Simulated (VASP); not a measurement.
Write the native input for VASP 6.6.1 that does the following.

```
Task                   : single point
Functional             : PBEsol
Dispersion             : D3(BJ)
Potentials or basis    : VASP PAW PBE potentials, release 64 (P)
Cutoff                 : 520 eV
k mesh                 : 12 × 12 × 12
Occupations            : gaussian, width 0.15 eV
Spin                   : no spin polarisation
Dipole correction      : no
Further INCAR settings : ALGO = Normal; EDIFF = 1e-06; NBANDS = 8
```

The structure of P lies in POSCAR:

```
P
1.0
    4.2729048574      0.0000000000      0.0267056554
    0.0000000000      4.2729048574      0.0000000000
    0.0273625000      0.0000000000      4.3780000000
P
1
Direct
    0.0000000000      0.0000000000      0.0000000000
```

This cell differs from its parent crystal: strain +0.0125 x Voigt [0, 0, 0, 0, 1, 0].

One way to write it, as run:

INCAR

```
SYSTEM = P
ALGO     = Normal         ! electronic algorithm
EDIFF    = 1E-6           ! SCF threshold, eV
ENCUT    = 520            ! plane-wave cutoff, eV
GGA      = PS             ! functional
ISIF     = 2              ! what is computed and relaxed
ISMEAR   = 0              ! smearing method
IVDW     = 12             ! dispersion correction
LASPH    = .True.         ! aspherical terms in the spheres
LCHARG   = .True.         ! write CHGCAR
LELF     = .True.         ! ELF
LREAL    = .False.        ! projectors in reciprocal space
LVHAR    = .True.       
LWAVE    = .False.        ! write WAVECAR
NBANDS   = 8              ! bands
NELM     = 100            ! most SCF steps
PREC     = Accurate       ! precision mode
SIGMA    = 0.15           ! smearing width, eV
```

KPOINTS

```
k-points
0
Gamma
  12 12 12
  0 0 0
```

Potentials or basis: VASP PAW PBE potentials, release 64 (P).

Command:

```console
$ cat potpaw_PBE.64/P/POTCAR > POTCAR
$ mpirun -np 1 vasp_std > vasp.out
```

It gave:

The pressure is -4.0 GPa. The band gap on the k mesh is zero (an odd number of electrons rules out a gap without spin polarisation) and the dispersion energy per atom is -0.081 eV.

Caveat: the cell differs from its parent crystal (strain +0.0125 x Voigt [0, 0, 0, 0, 1, 0]); the cell stands under tension; the atoms stand far beyond bonding distance, and open shells without spin polarisation read as a metal; the PAW data sets were made with another functional, which shifts forces and pressure a little.

Wall time 81 s on 1 thread of Intel(R) Xeon(R) 6975P-C (Granite Rapids), on a shared host, peak memory 0.4 GiB.
